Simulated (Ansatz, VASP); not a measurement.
## Mo in VASP and in Ansatz

INCAR

```
SYSTEM = Mo
PREC = Accurate ; ENCUT = 520
EDIFF = 1E-6 ; ISMEAR = -1
SIGMA = 0.05 ; LREAL = .FALSE.
LASPH = .TRUE. ; NELM = 100
ALGO = Normal ; ISIF = 2
LWAVE = .FALSE. ; LCHARG = .FALSE.
GGA = PS ; NBANDS = 13
```

KPOINTS

```
regular mesh
0
G
  16 16 16
  0 0 0
```

The input POSCAR:

```
Mo
1.0
   -1.5710000000      1.5710000000      1.5710000000
    1.5710000000     -1.5710000000      1.5710000000
    1.5710000000      1.5710000000     -1.5710000000
Mo
1
Direct
    0.0000000000      0.0000000000      0.0000000000
```

Input for Ansatz:

```yaml
crystal:
  lattice:
    - [-1.571, 1.571, 1.571]
    - [1.571, -1.571, 1.571]
    - [1.571, 1.571, -1.571]
  atoms:
    - { symbol: Mo, position: [0.0, 0.0, 0.0] }
kpoints:
  mp_grid: { grid: [16, 16, 16] }
  band_path:
    path:
      - [0.0, 0.0, 0.0]
      - [0.5, -0.5, 0.5]
      - [0.0, 0.0, 0.5]
      - [0.0, 0.0, 0.0]
      - [0.25, 0.25, 0.25]
      - [0.5, -0.5, 0.5]
      - [0.25, 0.25, 0.25]
      - [0.0, 0.0, 0.5]
    npoints: 5
scf:
  occupations: { method: fermi_dirac, width: 0.05 }
hamiltonian:
  xc: pbesol
  pseudopotentials: { kind: all_electron, lapw: { basis_error: 0.001 } }
output:
  forces: true
  stress: true
  eigenvalues: true
```

Alike in both runs: task single point; functional PBEsol; k mesh 16 × 16 × 16; occupations fermi-dirac, width 0.05 eV; no spin polarisation.

|  | VASP | Ansatz |
| --- | --- | --- |
| version | VASP 6.6.1 | Ansatz 0.2.0 |
| potentials or method | VASP PAW PBE potentials, release 64 (Mo_sv), cutoff 520 eV | all-electron LAPW, scalar-relativistic |

|  | VASP | Ansatz | Ansatz less VASP |
| --- | --- | --- | --- |
| pressure (GPa) | -2.9 | -3.4 | -0.52 |

VASP's potentials were made for PBE, not for PBEsol. Ansatz ran all-electron here, and VASP with PAW potentials.
